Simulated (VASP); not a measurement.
Wanted: the native input for a VASP 6.6.1 run.

```
Task                   : single point
Functional             : PBE
Potentials or basis    : VASP PAW PBE potentials, release 64 (Si)
Cutoff                 : 500 eV
k mesh                 : 18 × 18 × 16
Occupations            : gaussian, width 0.1 eV
Spin                   : no spin polarisation
Dipole correction      : no
Further INCAR settings : ALGO = Normal; EDIFF = 1e-06; NBANDS = 8
```

The structure of Si lies in POSCAR:

```
Si
1.0
    2.6986234861      0.0000000000      0.0000000000
   -1.3493117431      2.3370764942      0.0000000000
    0.0000000000      0.0000000000      2.5370409693
Si
1
Direct
    0.0000000000      0.0000000000      0.0000000000
```

This cell differs from its parent crystal: volume scaled by 1.06, then relaxed in part.

The input as run:

INCAR

```
SYSTEM = Si
ALGO = Normal
EDIFF = 1E-6
ENCUT = 500
GGA = PE
GGA_COMPAT = .False.
ISIF = 2
ISMEAR = 0
LASPH = .True.
LCHARG = .False.
LREAL = .False.
LWAVE = .False.
NBANDS = 8
NELM = 120
PREC = Accurate
SIGMA = 0.1
```

KPOINTS

```
k-points
0
Gamma
  18 18 16
  0 0 0
```

Potentials or basis: VASP PAW PBE potentials, release 64 (Si).

Run with:

```console
$ cat potpaw_PBE.64/Si/POTCAR > POTCAR
$ mpirun -np 1 vasp_std > vasp.out
```

It gave:

The pressure is -5.4 GPa and the band gap on the k mesh is zero (band 2 reaches 16.05 eV, above the bottom of band 3 at 4.44 eV).

It took 32 s on 1 thread of Intel Xeon 8259CL, with other jobs on the host, peak memory 0.14 GiB.
